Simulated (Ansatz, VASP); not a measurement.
# Hf in VASP and in Ansatz

File INCAR:

```
PREC = Accurate ; ENCUT = 520
EDIFF = 1E-6 ; ISMEAR = -1
SIGMA = 0.08 ; LREAL = F
LASPH = T ; NELM = 100
ALGO = Normal ; ISIF = 2
LWAVE = F ; LCHARG = T
GGA = PS ; LELF = T
LVHAR = T ; NBANDS = 11
```

File KPOINTS:

```
regular mesh
0
Gamma
  16 16 16
```

POSCAR

```
Hf
1.0
   -1.7689000000      1.7689000000      1.8050000000
    1.7689000000     -1.7689000000      1.8050000000
    1.7689000000      1.7689000000     -1.8050000000
Hf
1
Direct
    0.0000000000      0.0000000000      0.0000000000
```

Input for Ansatz:

```yaml
crystal:
  lattice:
    - [-1.7689, 1.7689, 1.805]
    - [1.7689, -1.7689, 1.805]
    - [1.7689, 1.7689, -1.805]
  atoms:
    - { symbol: Hf, position: [0.0, 0.0, 0.0] }
kpoints:
  mp_grid: { grid: [16, 16, 16] }
  band_path:
    path:
      - [0.0, 0.0, 0.0]
      - [0.0, 0.0, 0.5]
      - [0.25, 0.25, 0.25]
      - [0.0, 0.5, 0.0]
      - [0.0, 0.0, 0.0]
      - [0.5, 0.5, -0.5]
      - [0.4901, 0.5099, -0.4901]
      - [-0.4901, 0.4901, 0.4901]
      - [0.0, 0.0, 0.0]
    npoints: 5
scf:
  occupations: { method: fermi_dirac, width: 0.08 }
hamiltonian:
  xc: pbesol
  pseudopotentials: { kind: all_electron, lapw: { basis_error: 0.001 } }
output:
  forces: true
  stress: true
  eigenvalues: true
```

Change from the starting cell: equal xx and yy strain of -2 %.

Alike in both runs: task single point; functional PBEsol; k mesh 16 × 16 × 16; occupations fermi-dirac, width 0.08 eV; no spin polarisation.

```csv
,VASP,Ansatz
version,VASP 6.6.1,Ansatz 0.2.0
potentials or method,"VASP PAW PBE potentials, release 64 (Hf_pv), cutoff 520 eV","all-electron LAPW, scalar-relativistic"
```

|  | VASP | Ansatz | Ansatz less VASP |
| --- | --- | --- | --- |
| pressure (GPa) | -5.9 | -5.6 | +0.31 |
| traceless stress, the component that is largest in VASP (GPa) | 0.52 | 0.50 | -0.020 |

VASP's potentials were made for PBE, not for PBEsol. Ansatz ran all-electron here, and VASP with PAW potentials.

Neither program's run includes spin-orbit coupling.
